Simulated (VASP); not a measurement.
# TePb (Fm-3m) in VASP: notebook

The runs below take TePb through single point, with PBE, LDA, r2SCAN.

Program: VASP 6.6.1. These are calculated values, not measurements. Logs are shortened: lines on timing, memory, paths and dates and some standing lists are left out, and cuts for length are marked.

### 1 The cell of the first run

Symmetry: Fm-3m, No. 225, cubic system. The conventional cell has a = 6.536 Å, b = 6.536 Å, c = 6.536 Å, α = 90.00°, β = 90.00°, γ = 90.00°. Pb (site symmetry m-3m) has 6 Te at 3.27 Å within 4.3 Å. Te (site symmetry m-3m) has 6 Pb at 3.27 Å within 4.3 Å.

### 2 Single point, PBE

Input file INCAR:

```
SYSTEM = TePb
PREC = Accurate
ENCUT = 520
EDIFF = 1E-7
ISMEAR = 0
SIGMA = 0.01
LREAL = .FALSE.
LASPH = .TRUE.
NELM = 60
ALGO = Normal
ISIF = 2
LWAVE = .FALSE.
LCHARG = .FALSE.
GGA = PE
NBANDS = 17
```

Input file KPOINTS:

```
regular mesh
0
G
  4 4 4
  0 0 0
```

Input file POSCAR:

```
TePb
1.0
    0.0000000000      3.2678368466      3.2678368466
    3.2678368466      0.0000000000      3.2678368466
    3.2678368466      3.2678368466      0.0000000000
Pb Te
1 1
Direct
    0.0000000000      0.0000000000      0.0000000000
    0.5000000000      0.5000000000      0.5000000000
```

Potentials or basis: VASP PAW PBE potentials, release 64 (Pb_d, Te).

The run is started by

```
$ cat potpaw_PBE.64/Pb_d/POTCAR potpaw_PBE.64/Te/POTCAR > POTCAR
$ mpirun -np 1 vasp_std > vasp.out
```

OUTCAR:

```text
SYSTEM = TePb
   PREC = Accurate
   ENCUT = 520
   EDIFF = 1E-7
   ISMEAR = 0
   LREAL = .FALSE.
   LASPH = .TRUE.
   NELM = 60
   ISIF = 2
   GGA = PE

 ion  position               nearest neighbor table
   1  0.000  0.000  0.000-   2 3.27   2 3.27   2 3.27   2 3.27   2 3.27   2 3.27
   2  0.500  0.500  0.500-   1 3.27   1 3.27   1 3.27   1 3.27   1 3.27   1 3.27

  LATTYP: Found a face centered cubic cell.
 ALAT       =     6.5356736932

  Lattice vectors:

 A1 = (   0.0000000000,   3.2678368466,   3.2678368466)
 A2 = (   3.2678368466,   0.0000000000,   3.2678368466)
 A3 = (   3.2678368466,   3.2678368466,   0.0000000000)

Analysis of symmetry for initial positions (statically):
=====================================================================
 Subroutine PRICEL returns:
 Original cell was already a primitive cell.

 Routine SETGRP: Setting up the symmetry group for a
 face centered cubic supercell.

 Subroutine GETGRP returns: Found 48 space group operations
 (whereof 48 operations were pure point group operations)
 out of a pool of 48 trial point group operations.

The static configuration has the point symmetry O_h .

Analysis of symmetry for dynamics (positions and initial velocities):
=====================================================================
 Subroutine PRICEL returns:
 Original cell was already a primitive cell.

 Routine SETGRP: Setting up the symmetry group for a
 face centered cubic supercell.

 Subroutine GETGRP returns: Found 48 space group operations
 (whereof 48 operations were pure point group operations)
 out of a pool of 48 trial point group operations.

The dynamic configuration has the point symmetry O_h .

 Subroutine INISYM returns: Found 48 space group operations
 (whereof 48 operations are pure point group operations),
 and found     1 'primitive' translations

----------------------------------------------------------------------------------------

                                     Primitive cell

  volume of cell :      69.7929

  direct lattice vectors                    reciprocal lattice vectors
     0.000000000  3.267836847  3.267836847    -0.153006415  0.153006415  0.153006415
     3.267836847  0.000000000  3.267836847     0.153006415 -0.153006415  0.153006415
     3.267836847  3.267836847  0.000000000     0.153006415  0.153006415 -0.153006415

  length of vectors
     4.621419188  4.621419188  4.621419188     0.265014884  0.265014884  0.265014884

  position of ions in fractional coordinates (direct lattice)
     0.000000000  0.000000000  0.000000000
     0.500000000  0.500000000  0.500000000

  ion indices of the primitive-cell ions
   primitive index   ion index
                 1           1
                 2           2

----------------------------------------------------------------------------------------

 KPOINTS: regular mesh

Automatic generation of k-mesh.
 Grid dimensions read from file:
 generate k-points for:    4    4    4

 Generating k-lattice:

  Cartesian coordinates                     Fractional coordinates (reciprocal lattice)
    -0.038251604  0.038251604  0.038251604     0.250000000  0.000000000  0.000000000
     0.038251604 -0.038251604  0.038251604     0.000000000  0.250000000  0.000000000
     0.038251604  0.038251604 -0.038251604     0.000000000  0.000000000  0.250000000

  Length of vectors
     0.066253721  0.066253721  0.066253721

  Shift w.r.t. Gamma in fractional coordinates (k-lattice)
     0.000000000  0.000000000  0.000000000

 Subroutine IBZKPT returns following result:
 ===========================================

 Found      8 irreducible k-points:

 Following reciprocal coordinates:
            Coordinates               Weight
  0.000000  0.000000  0.000000      1.000000
  0.250000  0.000000  0.000000      8.000000
  0.500000  0.000000  0.000000      4.000000
  0.250000  0.250000  0.000000      6.000000
  0.500000  0.250000  0.000000     24.000000
 -0.250000  0.250000  0.000000     12.000000
  0.500000  0.500000  0.000000      3.000000
 -0.250000  0.500000  0.250000      6.000000
   k-points           NKPTS =      8   k-points in BZ     NKDIM =      8   number of bands    NBANDS=     17
   number of dos      NEDOS =    301   number of ions     NIONS =      2
   total plane-waves  NPLWV =  46656
   dimension x,y,z NGX =    36 NGY =   36 NGZ =   36
   dimension x,y,z NGXF=    72 NGYF=   72 NGZF=   72
   ions per type =               1   1
   NGX,Y,Z   is equivalent  to a cutoff of  12.95, 12.95, 12.95 a.u.
   NGXF,Y,Z  is equivalent  to a cutoff of  25.90, 25.90, 25.90 a.u.
 SYSTEM =  TePb
   PREC   = accura    normal or accurate (medium, high low for compatibility)
   ISTART =      0    job   : 0-new  1-cont  2-samecut
   ICHARG =      2    charge: 1-file 2-atom 10-const
   ISPIN  =      1    spin polarized calculation?
   LNONCOLLINEAR =      F non collinear calculations
   LSORBIT =      F    spin-orbit coupling
   LASPH  =      T    aspherical Exc in radial PAW
   ENCUT  =  520.0 eV  38.22 Ry    6.18 a.u.   8.59  8.59  8.59*2*pi/ulx,y,z
   NELM   =     60;   NELMIN=  2; NELMDL= -5     # of ELM steps
   EDIFF  = 0.1E-06   stopping-criterion for ELM
   LREAL  =      F    real-space projection
   EDIFFG = 0.1E-05   stopping-criterion for IOM
   NSW    =      0    number of steps for IOM
   IBRION =     -1    ionic relax: 0-MD 1-quasi-New 2-CG
   NFREE  =      0    steps in history (QN), initial steepest desc. (CG)
   ISIF   =      2    stress and relaxation
   ISYM   =      2    0-nonsym 1-usesym 2-fastsym
   POTIM  = 0.5000    time-step for ionic-motion
   TEBEG  =    0.0;   TEEND  =   0.0 temperature during run
   PSTRESS=    0.0 pullay stress
   NELECT =      20.0000    total number of electrons
   NUPDOWN=      -1.0000    fix difference up-down
   EMIN   =  10.00;   EMAX   =-10.00  energy-range for DOS
   EFERMI =   0.00;   METHOD = LEGACY
   ISMEAR =     0;   SIGMA  =   0.01  broadening in eV -4-tet -1-fermi 0-gaus
   EFERMI_NEDOS =   21; number of points for ismear=-14 and -15
   IALGO  =     38    algorithm
   IMIX   =      4    mixing-type and parameters
     AMIX     =   0.40;   BMIX     =  1.00
     AMIX_MAG =   1.60;   BMIX_MAG =  1.00
  volume/ion in A,a.u.               =      34.90       235.49
  Fermi-wavevector in a.u.,A,eV,Ry     =   1.079314  2.039608 15.849680  1.164919
  Thomas-Fermi vector in A             =   2.215276
   LORBIT       =      0    0 simple, 1 ext, 2 COOP (PROOUT), +10 PAW based schemes
   GGA     = PE    functional components
   LHFCALC =     F    Hartree Fock is set to
   AEXX    =    0.0000 exact exchange contribution
   IVDW    =     0    specifies the selected vdW correction
   LEPSILON=     F    determine dielectric tensor
   LRPA    =     F    only Hartree local field effects (RPA)
 non-spin polarized calculation
 Gauss-broadening in eV      SIGMA  =   0.01
  energy-cutoff  :      520.00
  volume of cell :       69.79
 maximum number of plane-waves:      1893
 NGX is ok and might be reduce to    36
   NGX = 17   NGY = 17   NGZ = 17

 number of electron      20.0000002 magnetization

 Free energy of the ion-electron system (eV)
  ---------------------------------------------------
  ext. energy  EPLUGINS =         0.00000000
  ---------------------------------------------------
  free energy    TOTEN  =        -7.51353101 eV

  energy without entropy =       -7.51353101  energy(sigma->0) =       -7.51353101

 E-fermi :   5.2849     XC(G=0):  -9.1512

 val. band max:        5.1840707739   @ k =   0.5000   0.0000   0.0000
 cond. band min:       5.9868835076   @ k =   0.5000   0.0000   0.0000
 fundamental gap:      0.8028127338
 Fermi energy:         5.2848983930

 k-point     1 :       0.0000    0.0000    0.0000
  band No.  band energies     occupation
      1     -11.4856      2.00000
      2     -11.4856      2.00000
      3     -11.4786      2.00000
      4     -11.4786      2.00000
      5     -11.4786      2.00000
      6      -6.5518      2.00000
[... 9 lines left out ...]
     16      11.0642      0.00000
     17      12.6566      0.00000

 k-point     2 :       0.2500    0.0000    0.0000
  band No.  band energies     occupation
      1     -11.4915      2.00000
      2     -11.4915      2.00000
      3     -11.4773      2.00000
      4     -11.4713      2.00000
      5     -11.4713      2.00000
      6      -6.0584      2.00000
[... 9 lines left out ...]
     16      12.1281      0.00000
     17      15.3363      0.00000

 k-point     3 :       0.5000    0.0000    0.0000
  band No.  band energies     occupation
      1     -11.4981      2.00000
      2     -11.4981      2.00000
      3     -11.4762      2.00000
      4     -11.4634      2.00000
      5     -11.4634      2.00000
      6      -5.2037      2.00000
[... 9 lines left out ...]
     16      14.4429      0.00000
     17      14.4429      0.00000

 k-point     4 :       0.2500    0.2500    0.0000
  band No.  band energies     occupation
      1     -11.5068      2.00000
      2     -11.4827      2.00000
      3     -11.4807      2.00000
      4     -11.4677      2.00000
      5     -11.4677      2.00000
      6      -5.9066      2.00000
[... 9 lines left out ...]
     16      13.6161      0.00000
     17      13.6177      0.00000

 k-point     5 :       0.5000    0.2500    0.0000
  band No.  band energies     occupation
      1     -11.5164      2.00000
      2     -11.4863      2.00000
      3     -11.4785      2.00000
      4     -11.4641      2.00000
      5     -11.4605      2.00000
      6      -5.1185      2.00000
[... 9 lines left out ...]
     16      14.8565      0.00000
     17      15.5961      0.00000

 k-point     6 :      -0.2500    0.2500    0.0000
  band No.  band energies     occupation
      1     -11.5015      2.00000
      2     -11.4943      2.00000
      3     -11.4727      2.00000
      4     -11.4678      2.00000
      5     -11.4669      2.00000
      6      -5.3730      2.00000
[... 9 lines left out ...]
     16      13.7492      0.00000
     17      14.5320      0.00000

 k-point     7 :       0.5000    0.5000    0.0000
  band No.  band energies     occupation
      1     -11.5369      2.00000
      2     -11.4870      2.00000
      3     -11.4759      2.00000
      4     -11.4561      2.00000
      5     -11.4561      2.00000
      6      -4.9889      2.00000
[... 9 lines left out ...]
     16      15.9075      0.00000
     17      16.1647      0.00000

 k-point     8 :      -0.2500    0.5000    0.2500
  band No.  band energies     occupation
      1     -11.5217      2.00000
      2     -11.4866      2.00000
      3     -11.4720      2.00000
      4     -11.4720      2.00000
      5     -11.4561      2.00000
      6      -4.8411      2.00000
[... 9 lines left out ...]
     16      16.0914      0.00000
     17      16.1542      0.00000

------------------------ aborting loop because EDIFF is reached ----------------------------------------

  FORCE on cell =-STRESS in cart. coord.  units (eV):
  Direction    XX          YY          ZZ          XY          YZ          ZX
  --------------------------------------------------------------------------------------
  -------------------------------------------------------------------------------------
  Total        0.2522057      0.2522057      0.2522057      0.0000000      0.0000000     -0.0000000
  in kB        5.7896773      5.7896773      5.7896773      0.0000000      0.0000000     -0.0000000
  external PRESSURE =       5.7896773 kB  Pullay stress =       0.0000000 kB

 VOLUME and BASIS-vectors are now :
 -----------------------------------------------------------------------------
  energy-cutoff  :      520.00
  volume of cell :       69.79
      direct lattice vectors                 reciprocal lattice vectors
     0.000000000  3.267836847  3.267836847    -0.153006415  0.153006415  0.153006415
     3.267836847  0.000000000  3.267836847     0.153006415 -0.153006415  0.153006415
     3.267836847  3.267836847  0.000000000     0.153006415  0.153006415 -0.153006415

 POSITION                                       TOTAL-FORCE (eV/Angst)
 -----------------------------------------------------------------------------------
      0.00000      0.00000      0.00000         0.000000      0.000000      0.000000
      3.26784      3.26784      3.26784        -0.000000     -0.000000     -0.000000
 -----------------------------------------------------------------------------------
    total drift:                               -0.000000      0.000000      0.000000

  FREE ENERGIE OF THE ION-ELECTRON SYSTEM (eV)
  ---------------------------------------------------
  free  energy   TOTEN  =        -7.5135310090 eV

  energy  without entropy=       -7.5135310090  energy(sigma->0) =       -7.51353101
```

Wall time 10 s (1 thread of AMD EPYC 9R45 (Zen 5), shared host); peak memory 0.17 GiB.

What came out:

```
Free energy            : -7.5135 eV
Pressure               : 0.6 GPa
Band gap on the k mesh : 0.80 eV, direct
```

Levels at points of the mesh, in eV from the valence-band top:
```
           k point  band 7  band 8  band 9  band 10  band 11  band 12  band 13  band 14
(0.00, 0.00, 0.00)   -5.68   -1.21   -1.21    -1.21     4.04     4.04     4.04     5.88
(0.50, 0.00, 0.00)   -8.41   -0.78   -0.78     0.00     0.80     1.36     1.36     8.35
(0.50, 0.50, 0.00)   -7.24   -4.23   -2.60    -2.60     3.44     5.36     5.36     6.52
```

Caveat: spin-orbit coupling is left out, which moves the levels of the heavy elements. A k mesh can miss the band edges.

### 3 Single point, PBE

Input file INCAR:

```
  PREC = Accurate
  ENCUT = 520
  EDIFF = 1E-6
  ISMEAR = 0
  SIGMA = 0.01
  LREAL = F
  LASPH = T
  NELM = 80
  ALGO = Normal
  ISIF = 2
  LWAVE = F
  LCHARG = F
  GGA = PE
  NBANDS = 17
```

Input file KPOINTS:

```
Automatic mesh
0
Gamma
  4 4 4
```

POSCAR is that of step 2.

Potentials or basis: VASP PAW PBE potentials, release 64 (Pb_d, Te).

The run is started by

```
$ cat potpaw_PBE.64/Pb_d/POTCAR potpaw_PBE.64/Te/POTCAR > POTCAR
$ mpirun -np 1 vasp_std > vasp.out
```

It took 8.6 s on 1 thread of AMD EPYC 9R45 (Zen 5), shared host; peak memory 0.17 GiB.

The run converged. Its results:

```
Free energy            : -7.5135 eV
Pressure               : 0.6 GPa
Band gap on the k mesh : 0.80 eV, direct
```

Levels at points of the mesh, in eV from the valence-band top:
| k point | band 7 | band 8 | band 9 | band 10 | band 11 | band 12 | band 13 | band 14 |
| --- | --- | --- | --- | --- | --- | --- | --- | --- |
| (0.00, 0.00, 0.00) | -5.68 | -1.21 | -1.21 | -1.21 | 4.04 | 4.04 | 4.04 | 5.88 |
| (0.50, 0.00, 0.00) | -8.41 | -0.78 | -0.78 | 0.00 | 0.80 | 1.36 | 1.36 | 8.35 |
| (0.50, 0.50, 0.00) | -7.24 | -4.23 | -2.60 | -2.60 | 3.44 | 5.36 | 5.36 | 6.52 |

Caveat: spin-orbit coupling is left out, which moves the levels of the heavy elements.

### 4 Single point, LDA

Input file INCAR:

```
  PREC = Accurate
  ENCUT = 520
  EDIFF = 1E-7
  ISMEAR = 0
  SIGMA = 0.01
  LREAL = F
  LASPH = T
  NELM = 100
  ALGO = Normal
  ISIF = 2
  LWAVE = F
  LCHARG = F
  GGA = CA
  NBANDS = 17
```

KPOINTS is that of step 3.

POSCAR is that of step 3.

Potentials or basis: VASP PAW LDA potentials, release 64 (Pb_d, Te).

The run is started by

```
$ cat potpaw_LDA.64/Pb_d/POTCAR potpaw_LDA.64/Te/POTCAR > POTCAR
$ mpirun -np 1 vasp_std > vasp.out
```

Run time: 7.7 s. Hardware: 1 thread of AMD EPYC 9R45 (Zen 5), shared host; peak memory 0.14 GiB.

The run converged. Its results:

| Item | Value |
| --- | --- |
| Free energy | -8.7223 eV |
| Pressure | -3.0 GPa |
| Band gap on the k mesh | 0.70 eV, direct |

Levels at points of the mesh, in eV from the valence-band top:
```tsv
k point	band 6	band 7	band 8	band 9	band 10	band 11	band 12	band 13	band 14	band 15
(0.00, 0.00, 0.00)	-11.77	-5.75	-1.21	-1.21	-1.21	3.96	3.96	3.96	5.86	5.86
(0.50, 0.00, 0.00)	-10.43	-8.46	-0.76	-0.76	0.00	0.70	1.29	1.29	8.26	9.10
(0.50, 0.50, 0.00)	-10.21	-7.30	-4.25	-2.61	-2.61	3.40	5.27	5.27	6.42	10.03
```

Caveat: spin-orbit coupling is left out, which moves the levels of the heavy elements.

### 5 Single point, r2SCAN

POSCAR is that of step 4.

Input file INCAR.step1:

```
SYSTEM = TePb
ALGO = Normal ; EDIFF = 1E-4
ENCUT = 520 ; GGA = PE
ISMEAR = 0 ; LASPH = .True.
LCHARG = .False. ; LREAL = .False.
LWAVE = .True. ; NBANDS = 17
NELM = 100 ; PREC = Accurate
SIGMA = 0.01
```

Input file INCAR.step2:

```
SYSTEM = TePb
ALGO = Normal ; EDIFF = 1E-6
ENCUT = 520 ; ISIF = 2
ISMEAR = 0 ; ISTART = 1
LASPH = .True. ; LCHARG = .False.
LMIXTAU = .True. ; LREAL = .False.
LWAVE = .False. ; METAGGA = R2SCAN
NBANDS = 17 ; NELM = 100
PREC = Accurate ; SIGMA = 0.01
```

Input file KPOINTS:

```
k-points
0
Gamma
  4 4 4
  0 0 0
```

Potentials or basis: VASP PAW PBE potentials, release 64 (Pb_d, Te).

The run is started by

```
$ cat potpaw_PBE.64/Pb_d/POTCAR potpaw_PBE.64/Te/POTCAR > POTCAR
$ cp INCAR.step1 INCAR
$ mpirun -np 1 vasp_std > vasp.out
$ cp INCAR.step2 INCAR
$ mpirun -np 1 vasp_std > vasp.out
```

It took 40 s on 1 thread of AMD EPYC 9R45 (Zen 5), shared host; peak memory 0.19 GiB.

The run converged. Its results:

| Property | Result |
| --- | --- |
| Free energy | -82.6967 eV |
| Pressure | 0.0 GPa |
| Band gap on the k mesh | 1.09 eV, direct |

Levels at points of the mesh, in eV from the valence-band top:
| k point | band 8 | band 9 | band 10 | band 11 | band 12 | band 13 |
| --- | --- | --- | --- | --- | --- | --- |
| (0.00, 0.00, 0.00) | -1.35 | -1.35 | -1.35 | 4.32 | 4.32 | 4.32 |
| (0.50, 0.00, 0.00) | -0.90 | -0.90 | 0.00 | 1.09 | 1.51 | 1.51 |
| (0.50, 0.50, 0.00) | -4.41 | -2.76 | -2.76 | 3.74 | 5.71 | 5.71 |

Caveat: the PAW data sets were made with another functional, which shifts forces and pressure a little; spin-orbit coupling is left out, which moves the levels of the heavy elements. A k mesh can miss the band edges.

### 6 Summary

| level | potentials or basis | gap on the mesh (eV) | pressure (GPa) |
| --- | --- | --- | --- |
| PBE | VASP PAW PBE potentials, release 64 (Pb_d, Te) | 0.80 | 0.6 |
| LDA | VASP PAW LDA potentials, release 64 (Pb_d, Te) | 0.70 | -3.0 |
| r2SCAN | VASP PAW PBE potentials, release 64 (Pb_d, Te) | 1.09 | 0.0 |

Alike in all rows: task single point; no spin polarisation; cell as given; k mesh 4 × 4 × 4; cutoff (eV) 520; smearing gaussian 0.01 eV.

Caveats: spin-orbit coupling is left out, which moves the levels of the heavy elements; the PAW data sets were made with another functional, which shifts forces and pressure a little (some runs).

Absolute energies hang on the potentials; compare differences alone.
